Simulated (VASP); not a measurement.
Input of a VASP 6.6.1 run:

INCAR

```
SYSTEM = GaN
ALGO = Normal
EDIFF = 1E-7
ENCUT = 520
GGA = PE
ISIF = 2
ISMEAR = 0
LASPH = .True.
LCHARG = .False.
LREAL = .False.
LWAVE = .False.
NBANDS = 16
NELM = 60
PREC = Accurate
SIGMA = 0.01
```

KPOINTS

```
k-points
0
Gamma
  8 8 8
  0 0 0
```

POSCAR

```
GaN
1.0
    0.0000000000      2.2489526310      2.2489526310
    2.2489526310      0.0000000000      2.2489526310
    2.2489526310      2.2489526310      0.0000000000
Ga N
1 1
Direct
    0.0000000000      0.0000000000      0.0000000000
    0.7500000000      0.7500000000      0.7500000000
```

Potentials or basis: VASP PAW PBE potentials, release 64 (Ga_d, N).

Launch:

```console
$ cat potpaw_PBE.64/Ga_d/POTCAR potpaw_PBE.64/N/POTCAR > POTCAR
$ mpirun -np 1 vasp_std > vasp.out
```

Problem. Estimate the band gap on the k mesh.

Solution. 1.76 eV.

Problem. Estimate the pressure.

Solution. 6.2 GPa.

Caveat: the cell stands under pressure.
